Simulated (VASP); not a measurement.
V (a cell with a defect): single point with PBE

V (a cell with a defect):

```
V
1.0
     6.04000    0.00000    0.00000
     0.00000    6.04000    0.00000
     0.00000    0.00000    6.04000
V
17
Cartesian
  0.0349 0.0040 0.0777
  3.0653 0.0181 0.0448
  0.1837 3.1544 -0.0896
  0.1032 0.0061 3.0586
  1.5618 1.5056 1.5566
  3.0260 3.0517 0.0183
  2.5753 -0.4417 3.4645
  4.9437 1.9694 1.0723
  0.0210 2.9818 3.0562
  1.5432 4.5167 1.5265
  1.5717 1.5214 4.5741
  3.0639 3.0429 3.0443
  4.5562 4.5025 1.5565
  4.5663 1.5119 4.6255
  1.4048 4.3959 4.7182
  4.5720 4.5715 4.5441
  3.9230 0.7348 2.4009
```

```yaml
Program: VASP 6.6.1
Task: single point
Functional: PBE
Potentials_or_basis: VASP PAW PBE potentials, release 64 (V_sv)
Cutoff: 520 eV
k_mesh: 3 × 3 × 3
Occupations: gaussian, width 0.15 eV
Spin: no spin polarisation
```

```yaml
Pressure: 12.3 GPa
Largest_force: 0.049 eV/Å
```

Forces on the atoms (eV/Å):
```
V    0.005 -0.013 -0.006
V    0.002 -0.018 -0.002
V    0.025  0.030 -0.028
V    0.020 -0.008  0.006
V   -0.008  0.010 -0.005
V    0.026  0.001  0.004
V   -0.026  0.004 -0.006
V   -0.007  0.015 -0.026
V   -0.002 -0.003  0.015
V   -0.001 -0.005 -0.004
V    0.010  0.014 -0.004
V    0.011 -0.001  0.007
V   -0.015 -0.005 -0.013
V   -0.025  0.006  0.021
V   -0.028 -0.033  0.022
V   -0.008  0.012 -0.001
V    0.019 -0.007  0.020
```

Stress tensor (GPa, compression positive):
```
12.33  2.21 -2.06
 2.21 12.21 -2.29
-2.06 -2.29 12.32
```

Levels at points of the mesh, in eV from the Fermi level:
| k point | band 108 | band 109 | band 110 | band 111 | band 112 | band 113 |
| --- | --- | --- | --- | --- | --- | --- |
| (0.00, 0.00, 0.00) | 0.32 | 0.34 | 0.41 | 0.43 | 0.44 | 0.63 |

Wall time 34 min on 1 thread of AMD EPYC 7R13, with other jobs on the host, peak memory 0.42 GiB.
